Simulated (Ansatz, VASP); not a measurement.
## Two plane-wave programs on HF

The input INCAR:

```
PREC = Accurate
ENCUT = 520
EDIFF = 1E-7
ISMEAR = 0
SIGMA = 0.05
LREAL = False
LASPH = True
NELM = 60
ALGO = Normal
ISIF = 2
LWAVE = False
LCHARG = False
LDIPOL = True
IDIPOL = 3
DIPOL = 0.5 0.5 0.626
GGA = PE
IVDW = 12
NBANDS = 11
```

The input KPOINTS:

```
regular mesh
0
Gamma
  3 3 1
```

Contents of POSCAR:

```
HF
1.0
    7.2700393928      0.0000000000      0.0000000000
   -3.6350196964      6.2960388007      0.0000000000
    0.0000000000      0.0000000000     21.1657087726
F H
1 1
Direct
    0.3131401599      0.6879080007      0.6408282790
    0.2575892118      0.7444759831      0.6114712745
```

Input for Ansatz:

```yaml
crystal:
  lattice:
    - [7.2700393928, 0.0, 0.0]
    - [-3.6350196964, 6.2960388007, 0.0]
    - [0.0, 0.0, 21.1657087726]
  atoms:
    - { symbol: F, position: [0.3131401599, 0.6879080007, 0.640828279] }
    - { symbol: H, position: [0.2575892118, 0.7444759831, 0.6114712745] }
basis:
  ecutwfc: 420
kpoints:
  mp_grid: { grid: [3, 3, 1] }
hamiltonian:
  xc: pbe
  dispersion: d3bj
scf:
  occupations: { method: gaussian, width: 0.05 }
output:
  forces: true
  eigenvalues: true
  write_density: true
  volumetric_format: npy
efield:
  axis: 3
  dipole_correction: true
  ramp_width: 0.04
```

Alike in both runs: task single point; functional PBE; dispersion D3(BJ); k mesh 3 × 3 × 1; occupations gaussian, width 0.05 eV; no spin polarisation.

```csv
,VASP,Ansatz
version,VASP 6.6.1,Ansatz 0.2.0
potentials or method,"VASP PAW PBE potentials, release 64 (F, H), cutoff 520 eV","scalar-relativistic, plane waves, PAW"
valence electrons in the cell,8,8
```

Ansatz gave:

| Quantity | Value |
| --- | --- |
| gap on the k mesh at the Fermi level (eV) | 8.21 |
| rms of the force components (eV/Å) | 0.266 |

Q: Estimate VASP's values.

A: gap on the k mesh at the Fermi level (eV): 8.19; rms of the force components (eV/Å): 0.097.

Atom by atom the forces differ by 0.171 eV/Å (rms over components). One of these differences is far larger than is usual between the two programs; its cause wasn't traced.
